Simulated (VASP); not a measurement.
Write the native input for VASP 6.6.1 that does the following.

- Task: single point
- Functional: PBE
- Potentials or basis: VASP PAW PBE potentials, release 64 (Hg, Te)
- Cutoff: 520 eV
- k mesh: 10 × 10 × 10
- Occupations: fermi-dirac, width 0.08 eV
- Spin: no spin polarisation
- Dipole correction: no
- Further INCAR settings: ALGO = Normal; EDIFF = 1e-06; NBANDS = 16

The structure of HgTe lies in POSCAR:

```
HgTe
1.0
    0.0000000000      2.8338550000      2.9215000000
    2.8338550000      0.0000000000      2.9215000000
    2.8338550000      2.8338550000      0.0000000000
Hg Te
1 1
Direct
    0.0000000000      0.0000000000      0.0000000000
    0.5000000000      0.5000000000      0.5000000000
```

This cell differs from its parent crystal: equal xx and yy strain of -3 %.

These files were run (other wordings do the same):

INCAR

```
SYSTEM = HgTe
ALGO = Normal
EDIFF = 1E-6
ENCUT = 520
GGA = PE
ISIF = 2
ISMEAR = -1
LASPH = .True.
LCHARG = .False.
LREAL = .False.
LWAVE = .False.
NBANDS = 16
NELM = 80
PREC = Accurate
SIGMA = 0.08
```

KPOINTS

```
k-points
0
Gamma
  10 10 10
  0 0 0
```

Potentials or basis: VASP PAW PBE potentials, release 64 (Hg, Te).

Run with:

```sh
$ cat potpaw_PBE.64/Hg/POTCAR potpaw_PBE.64/Te/POTCAR > POTCAR
$ mpirun -np 1 vasp_std > vasp.out
```

It gave:

- Pressure: 17.8 GPa
- Band gap on the k mesh: zero (band 9 reaches 7.41 eV, above the bottom of band 10 at 3.77 eV)

Caveat: the cell differs from its parent crystal (equal xx and yy strain of -3 %); spin-orbit coupling is left out, which moves the levels of the heavy elements.

Wall time 29 s on 1 thread of Intel(R) Xeon(R) 6975P-C (Granite Rapids), on a shared host, peak memory 0.22 GiB.
